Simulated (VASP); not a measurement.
# GaP (rocksalt type) (Fm-3m) in VASP: a series of runs, part 2 of 2

VASP 6.6.1. Earlier steps stand in the parts before.

## 3. Electric field gradients, PBEsol

INCAR reads:

```
  PREC = Accurate
  ENCUT = 520
  EDIFF = 1E-8
  ISMEAR = -1
  SIGMA = 0.05
  LREAL = F
  LASPH = T
  NELM = 100
  ALGO = Normal
  ISIF = 2
  LWAVE = F
  LCHARG = F
  GGA = PS
  LEFG = T
  NBANDS = 16
```

KPOINTS reads:

```
Automatic mesh
0
Gamma
  12 12 12
```

POSCAR reads:

```
GaP
1.0
    0.0000000000      2.5804676415      2.5804676415
    2.5804676415      0.0000000000      2.5804676415
    2.5804676415      2.5804676415      0.0000000000
Ga P
1 1
Direct
    0.0000000000      0.0000000000      0.0000000000
    0.5000000000      0.5000000000      0.5000000000
```

Potentials or basis: VASP PAW PBE potentials, release 64 (Ga_d, P).

Started as:

```console
> cat potpaw_PBE.64/Ga_d/POTCAR potpaw_PBE.64/P/POTCAR > POTCAR
> mpirun -np 1 vasp_std > vasp.out
```

OUTCAR:

```text
PREC = Accurate
   ENCUT = 520
   EDIFF = 1E-8
   ISMEAR = -1
   LREAL = F
   LASPH = T
   NELM = 100
   ISIF = 2
   GGA = PS

 ion  position               nearest neighbor table
   1  0.000  0.000  0.000-   2 2.58   2 2.58   2 2.58   2 2.58   2 2.58   2 2.58
   2  0.500  0.500  0.500-   1 2.58   1 2.58   1 2.58   1 2.58   1 2.58   1 2.58

  LATTYP: Found a face centered cubic cell.
 ALAT       =     5.1609352830

  Lattice vectors:

 A1 = (   0.0000000000,   2.5804676415,   2.5804676415)
 A2 = (   2.5804676415,   0.0000000000,   2.5804676415)
[... 667 lines left out ...]
  ---------------------------------------------------
  free  energy   TOTEN  =        -9.2185323474 eV

  energy  without entropy=       -9.2084571856  energy(sigma->0) =       -9.21349477

 Electric field gradients (V/A^2)
---------------------------------------------------------------------
 ion       V_xx      V_yy      V_zz      V_xy      V_xz      V_yz
---------------------------------------------------------------------
   1       0.000    -0.000    -0.000    -0.003    -0.003    -0.003
   2       0.000    -0.000    -0.000    -0.000    -0.000    -0.000
---------------------------------------------------------------------

 Electric field gradients after diagonalization (V/A^2)
 (convention: |V_zz| > |V_xx| > |V_yy|)
----------------------------------------------------------------------
 ion       V_xx      V_yy      V_zz     asymmetry (V_yy - V_xx)/ V_zz
----------------------------------------------------------------------
   1       0.003     0.003    -0.006       0.000
   2       0.000     0.000    -0.001       0.000
----------------------------------------------------------------------

           NMR quadrupolar parameters

 Cq : quadrupolar parameter    Cq=e*Q*V_zz/h
 eta: asymmetry parameters     (V_yy - V_xx)/ V_zz
 Q  : nuclear electric quadrupole moment in mb (millibarn)
----------------------------------------------------------------------
 ion       Cq(MHz)       eta       Q (mb)
----------------------------------------------------------------------
   1      -0.000       0.000       1.000
   2      -0.000       0.000       1.000
----------------------------------------------------------------------
```

OSZICAR:

```text
N       E                     dE             d eps       ncg     rms          rms(c)
DAV:   1     0.745306432327E+02    0.74531E+02   -0.90335E+03  2432   0.172E+03
DAV:   2    -0.410714587357E+01   -0.78638E+02   -0.74991E+02  2624   0.306E+02
DAV:   3    -0.930696282766E+01   -0.51998E+01   -0.51639E+01  2904   0.606E+01
DAV:   4    -0.937564531260E+01   -0.68682E-01   -0.68660E-01  2768   0.722E+00
DAV:   5    -0.937694676997E+01   -0.13015E-02   -0.13014E-02  3000   0.926E-01    0.351E+00
DAV:   6    -0.922822850680E+01    0.14872E+00   -0.28771E-01  3264   0.108E+01    0.214E+00
DAV:   7    -0.922047192124E+01    0.77566E-02   -0.27155E-02  3144   0.120E+00    0.956E-01
DAV:   8    -0.921853943497E+01    0.19325E-02   -0.26436E-03  3112   0.604E-01    0.654E-02
DAV:   9    -0.921852739767E+01    0.12037E-04   -0.15383E-04  3216   0.201E-01    0.545E-02
DAV:  10    -0.921853145894E+01   -0.40613E-05   -0.10295E-05  3120   0.304E-02    0.150E-02
DAV:  11    -0.921853248846E+01   -0.10295E-05   -0.36700E-06  2952   0.314E-02    0.337E-03
DAV:  12    -0.921853244020E+01    0.48255E-07   -0.17785E-07  2656   0.395E-03    0.696E-04
DAV:  13    -0.921853234734E+01    0.92864E-07   -0.12287E-08  2544   0.127E-03    0.107E-04
DAV:  14    -0.921853234736E+01   -0.23192E-10   -0.15446E-09  1584   0.581E-04
   1 F= -.92185323E+01 E0= -.92134948E+01  d E =-.100752E-01
```

stdout:

```text
POSCAR found type information on POSCAR GaP
 POSCAR found :  2 types and       2 ions
 scaLAPACK will be used
 -----------------------------------------------------------------------------
|                                                                             |
|                                                                             |
|     You enforced a specific xc type in the INCAR file but a different       |
|     I HOPE YOU KNOW WHAT YOU ARE DOING!                                     |
|                                                                             |
 -----------------------------------------------------------------------------

 LDA part: xc-table for (Slater+PW92), standard interpolation
 POSCAR, INCAR and KPOINTS ok, starting setup
 FFT: planning ... GRIDC
 FFT: planning ... GRID_SOFT
 FFT: planning ... GRID
 WAVECAR not read
 entering main loop
ion   1

ion   2
```

Run time: 27 s. Hardware: 1 thread of Intel Xeon Platinum 8488C (Sapphire Rapids), shared host; peak memory 0.18 GiB.

What came out:

| Property | Result |
| --- | --- |
| Free energy | -9.2185 eV |
| Pressure | -3.6 GPa |
| Band gap on the k mesh | zero (band 9 reaches 6.85 eV, above the bottom of band 10 at 3.63 eV) |

Caveat: without QUAD_EFG the Cq values of the log hold for a quadrupole moment of 1 mb, not for the nuclei; the PAW data sets were made with another functional, which shifts forces and pressure a little.
